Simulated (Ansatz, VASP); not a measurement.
One calculation of Cd2S, two programs

Contents of INCAR:

```
SYSTEM = Cd2S
PREC = Accurate
ENCUT = 630
EDIFF = 1E-6
ISMEAR = 0
SIGMA = 0.1
LREAL = .FALSE.
LASPH = .TRUE.
NELM = 120
ALGO = Normal
ISIF = 2
LWAVE = .FALSE.
LCHARG = .FALSE.
GGA = PE
NBANDS = 30
GGA_COMPAT = .FALSE.
```

File KPOINTS:

```
regular mesh
0
G
  6 6 6
  0 0 0
```

The input POSCAR:

```
Cd2S
1.0
   -2.2337837200      2.2337837200      3.7043044900
    2.2337837200     -2.2337837200      3.7043044900
    2.2337837200      2.2337837200     -3.7043044900
Cd S
2 1
Direct
    0.6837205600      0.6837205600      0.0000000000
    0.3162794400      0.3162794400      0.0000000000
    0.0000000000      0.0000000000      0.0000000000
```

Input for Ansatz:

```yaml
crystal:
  lattice:
    - [-2.23378372, 2.23378372, 3.70430449]
    - [2.23378372, -2.23378372, 3.70430449]
    - [2.23378372, 2.23378372, -3.70430449]
  atoms:
    - { symbol: Cd, position: [0.68372056, 0.68372056, 0.0] }
    - { symbol: Cd, position: [0.31627944, 0.31627944, 0.0] }
    - { symbol: S, position: [0.0, 0.0, 0.0] }
basis:
  ecutwfc: 420
kpoints:
  mp_grid: { grid: [6, 6, 6] }
hamiltonian:
  xc: pbe
scf:
  occupations: { method: gaussian, width: 0.1 }
  lower_state_search: "off"
output:
  forces: true
  stress: true
  eigenvalues: true
```

Alike in both runs: task single point; functional PBE; k mesh 6 × 6 × 6; occupations gaussian, width 0.1 eV; no spin polarisation.

|  | VASP | Ansatz |
| --- | --- | --- |
| version | VASP 6.6.1 | Ansatz 0.2.0 |
| potentials or method | VASP PAW PBE potentials, release 64 (Cd_sv_GW, S), cutoff 630 eV | scalar-relativistic, plane waves, PAW |
| valence electrons in the cell | 46 | 46 |

```tsv
	VASP	Ansatz	Ansatz less VASP
gap on the k mesh at the Fermi level (eV)	0.11	0.11	+0.003
least direct gap on the mesh (eV)	0.39	0.39	+0.001
pressure (GPa)	5.7	5.9	+0.19
traceless stress, the component that is largest in VASP (GPa)	5.84	5.89	+0.047
rms of the force components (eV/Å)	0.764	0.766	+0.0021
```

Atom by atom the forces differ by 0.002 eV/Å (rms over components).
